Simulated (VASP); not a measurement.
# InSb3 (Pm-3m) in VASP: a series of runs, part 2 of 2

VASP 6.6.1. The steps go on from the part before.

### Step 4. Relaxation of cell and atoms, PBE

INCAR reads:

```
SYSTEM = InSb3
ALGO = Normal
EDIFF = 1E-7
EDIFFG = -0.01
ENCUT = 600
GGA = PE
IBRION = 2
ISIF = 3
ISMEAR = 0
LASPH = .TRUE.
LCHARG = .FALSE.
LREAL = .FALSE.
LWAVE = .FALSE.
NELM = 100
NSW = 100
PREC = Accurate
SIGMA = 0.1
```

KPOINTS reads:

```
k-points
0
G
  10 10 10
  0 0 0
```

POSCAR reads:

```
InSb3
1.0
    4.8063669200      0.0000000000      0.0000000000
    0.0000000000      4.8063669200      0.0000000000
    0.0000000000      0.0000000000      4.8063669200
In Sb
1 3
Direct
    0.0000000000      0.0000000000      0.0000000000
    0.5000000000      0.0000000000      0.5000000000
    0.0000000000      0.5000000000      0.5000000000
    0.5000000000      0.5000000000      0.0000000000
```

Potentials or basis: VASP PAW PBE potentials, release 64 (In_d, Sb).

On the command line:

```console
$ cat potpaw_PBE.64/In_d/POTCAR potpaw_PBE.64/Sb/POTCAR > POTCAR
$ mpirun -np 1 vasp_std > vasp.out
```

OUTCAR:

```text
SYSTEM = InSb3
   EDIFF = 1E-7
   EDIFFG = -0.01
   ENCUT = 600
   GGA = PE
   IBRION = 2
   ISIF = 3
   ISMEAR = 0
   LASPH = .TRUE.
   LREAL = .FALSE.
   NELM = 100
   NSW = 100
   PREC = Accurate

 ion  position               nearest neighbor table
   1  0.000  0.000  0.000-   2 3.40   3 3.40   4 3.40   2 3.40   3 3.40   3 3.40   4 3.40   3 3.40
                             2 3.40   4 3.40   2 3.40   4 3.40
   2  0.500  0.000  0.500-   1 3.40   3 3.40   4 3.40   1 3.40   4 3.40   3 3.40   4 3.40   4 3.40
                             1 3.40   3 3.40   1 3.40   3 3.40
   3  0.000  0.500  0.500-   1 3.40   2 3.40   4 3.40   1 3.40   4 3.40   1 3.40   2 3.40   1 3.40
                             2 3.40   4 3.40   4 3.40   2 3.40
   4  0.500  0.500  0.000-   1 3.40   2 3.40   3 3.40   2 3.40   3 3.40   1 3.40   2 3.40   2 3.40
                             1 3.40   3 3.40   3 3.40   1 3.40

  LATTYP: Found a simple cubic cell.
 ALAT       =     4.8063669200

  Lattice vectors:

 A1 = (   4.8063669200,   0.0000000000,   0.0000000000)
 A2 = (   0.0000000000,   4.8063669200,   0.0000000000)
 A3 = (   0.0000000000,   0.0000000000,   4.8063669200)

Analysis of symmetry for initial positions (statically):
=====================================================================
 Subroutine PRICEL returns:
 Original cell was already a primitive cell.

 Routine SETGRP: Setting up the symmetry group for a
 simple cubic supercell.

 Subroutine GETGRP returns: Found 48 space group operations
 (whereof 48 operations were pure point group operations)
 out of a pool of 48 trial point group operations.

The static configuration has the point symmetry O_h .

Analysis of symmetry for dynamics (positions and initial velocities):
=====================================================================
 Subroutine PRICEL returns:
 Original cell was already a primitive cell.

 Routine SETGRP: Setting up the symmetry group for a
[... 183 lines left out ...]
      0.00000      0.00000      0.00000         0.000000      0.000000      0.000000
      2.40318      0.00000      2.40318         0.000000      0.000000      0.000000
      0.00000      2.40318      2.40318         0.000000      0.000000      0.000000
      2.40318      2.40318      0.00000         0.000000      0.000000      0.000000
 -----------------------------------------------------------------------------------
    total drift:                               -0.000000     -0.000000     -0.000000

  FREE ENERGIE OF THE ION-ELECTRON SYSTEM (eV)
  ---------------------------------------------------
  free  energy   TOTEN  =       -14.2566064237 eV

  energy  without entropy=      -14.2490663515  energy(sigma->0) =      -14.25283639

--------------------------------------- Ionic step        2  -------------------------------------------

 number of electron      27.9999998 magnetization

 Free energy of the ion-electron system (eV)
  ---------------------------------------------------
  ext. energy  EPLUGINS =         0.00000000
  ---------------------------------------------------
  free energy    TOTEN  =       -14.25675697 eV

  energy without entropy =      -14.24922866  energy(sigma->0) =      -14.25299282

 E-fermi :   7.7107     XC(G=0): -10.0442

 val. band max:        7.6794756298   @ k =   0.4000   0.4000   0.1000
 cond. band min:       7.7442407046   @ k =   0.4000   0.1000   0.1000
 fundamental gap:      0.0647650748
 Fermi energy:         7.7106938407

 k-point     1 :       0.0000    0.0000    0.0000
  band No.  band energies     occupation
      1      -6.7258      2.00000
      2      -6.7258      2.00000
      3      -6.7104      2.00000
      4      -6.7104      2.00000
      5      -6.7104      2.00000
      6      -4.3568      2.00000
[... 481 lines left out ...]
      5      -6.7121      2.00000
      6      -3.7035      2.00000
[... 10 lines left out ...]
     17       8.7997      0.00000
     18       9.6475      0.00000

 [... further k-points ...]
[... 5 lines left out ...]
  --------------------------------------------------------------------------------------
  -------------------------------------------------------------------------------------
  Total       -0.0308184     -0.0308184     -0.0308184     -0.0000000     -0.0000000     -0.0000000
  in kB       -0.4429440     -0.4429440     -0.4429440     -0.0000000     -0.0000000     -0.0000000
  external PRESSURE =      -0.4429440 kB  Pullay stress =       0.0000000 kB

 VOLUME and BASIS-vectors are now :
 -----------------------------------------------------------------------------
  energy-cutoff  :      600.00
  volume of cell :      111.47
      direct lattice vectors                 reciprocal lattice vectors
     4.812720371 -0.000000000 -0.000000000     0.207782693 -0.000000000  0.000000000
     0.000000000  4.812720371  0.000000000     0.000000000  0.207782693  0.000000000
    -0.000000000 -0.000000000  4.812720371     0.000000000 -0.000000000  0.207782693

 POSITION                                       TOTAL-FORCE (eV/Angst)
 -----------------------------------------------------------------------------------
      0.00000      0.00000      0.00000         0.000000      0.000000      0.000000
      2.40636     -0.00000      2.40636        -0.000000     -0.000000      0.000000
     -0.00000      2.40636      2.40636        -0.000000     -0.000000      0.000000
      2.40636      2.40636      0.00000         0.000000     -0.000000      0.000000
 -----------------------------------------------------------------------------------
    total drift:                               -0.000000     -0.000000     -0.000000

  FREE ENERGIE OF THE ION-ELECTRON SYSTEM (eV)
  ---------------------------------------------------
  free  energy   TOTEN  =       -14.2567569726 eV

  energy  without entropy=      -14.2492286637  energy(sigma->0) =      -14.25299282

 reached required accuracy - stopping structural energy minimisation
```

OSZICAR:

```text
N       E                     dE             d eps       ncg     rms          rms(c)
DAV:   1     0.200539133032E+03    0.20054E+03   -0.12177E+04  2016   0.160E+03
DAV:   2     0.306280807834E+01   -0.19748E+03   -0.19388E+03  2206   0.343E+02
DAV:   3    -0.135579511529E+02   -0.16621E+02   -0.15945E+02  2626   0.995E+01
DAV:   4    -0.142637348597E+02   -0.70578E+00   -0.69327E+00  2430   0.196E+01
[... 13 lines left out ...]
DAV:   4    -0.142567642872E+02    0.22865E-04   -0.52492E-05  2150   0.574E-02    0.222E-02
DAV:   5    -0.142567580841E+02    0.62032E-05   -0.66071E-06  2262   0.313E-02    0.676E-03
DAV:   6    -0.142567567553E+02    0.13287E-05   -0.91984E-07  2214   0.966E-03    0.210E-03
DAV:   7    -0.142567569070E+02   -0.15170E-06   -0.40952E-08  1094   0.196E-03    0.454E-04
DAV:   8    -0.142567569726E+02   -0.65628E-07   -0.96631E-09  1096   0.111E-03
   2 F= -.14256757E+02 E0= -.14252993E+02  d E =-.150549E-03
```

CONTCAR:

```text
InSb3
   1.00000000000000
     4.8127203711669724   -0.0000000000000000   -0.0000000000000000
     0.0000000000000000    4.8127203711669724    0.0000000000000000
    -0.0000000000000000   -0.0000000000000000    4.8127203711669724
  In              Sb
     1     3
Direct
     0.0000000000000000    0.0000000000000000    0.0000000000000000
     0.5000000000000000    0.0000000000000000    0.5000000000000000
     0.0000000000000000    0.5000000000000000    0.5000000000000000
     0.5000000000000000    0.5000000000000000    0.0000000000000000

  0.00000000E+00  0.00000000E+00  0.00000000E+00
  0.00000000E+00  0.00000000E+00  0.00000000E+00
  0.00000000E+00  0.00000000E+00  0.00000000E+00
  0.00000000E+00  0.00000000E+00  0.00000000E+00
```

Run time: 79 s. Hardware: 1 thread of Intel Xeon 6975P-C (Granite Rapids), shared host; peak memory 0.33 GiB.

What came out:

```
Free energy                           : -14.2568 eV
Relaxed volume                        : 27.87 Å³/atom
Relaxed cell                          : a = 4.813 Å, b = 4.813 Å, c = 4.813 Å, α = 90.00°, β = 90.00°, γ = 90.00°
Space group after relaxing (to 0.1 Å) : Pm-3m (No. 221)
Energy gained by relaxing             : 0.0 meV/atom
Ionic steps                           : 2
Pressure after relaxing               : 0.0 GPa
Band gap on the k mesh                : zero (bands 14 and 15 overlap by 4.57 eV)
```

Step by step:
```tsv
step	energy change (eV)	largest force (eV/Å)	pressure (GPa)	volume (Å³)
1	0.0000	0.0000	0.16	111.03
2	-0.0002	0.0000	-0.04	111.47
```

Final structure:
```
In Sb
1.0
     4.81272    0.00000    0.00000
     0.00000    4.81272    0.00000
     0.00000    0.00000    4.81272
In Sb
1 3
Cartesian
  0.0000 0.0000 0.0000
  2.4064 0.0000 2.4064
  0.0000 2.4064 2.4064
  2.4064 2.4064 0.0000
```

Caveat: spin-orbit coupling is left out, which moves the levels of the heavy elements.

### Step 5. Summary

```tsv
task	cell	k mesh	cutoff (eV)	gap on the mesh (eV)	pressure (GPa)
single point	a = 4.806 Å, 4 atoms	4 × 4 × 4	520	none	0.4
single point	a = 4.814 Å, 4 atoms	10 × 10 × 10	520	none	-0.1
relaxation of cell and atoms	relaxed from a = 4.806 Å, 4 atoms	10 × 10 × 10	600	none	0.0
```

Alike in all rows: level PBE; potentials or basis VASP PAW PBE potentials, release 64 (In_d, Sb); no spin polarisation; smearing gaussian 0.1 eV.

Caveats: spin-orbit coupling is left out, which moves the levels of the heavy elements.

Absolute energies hang on the potentials; compare differences alone.
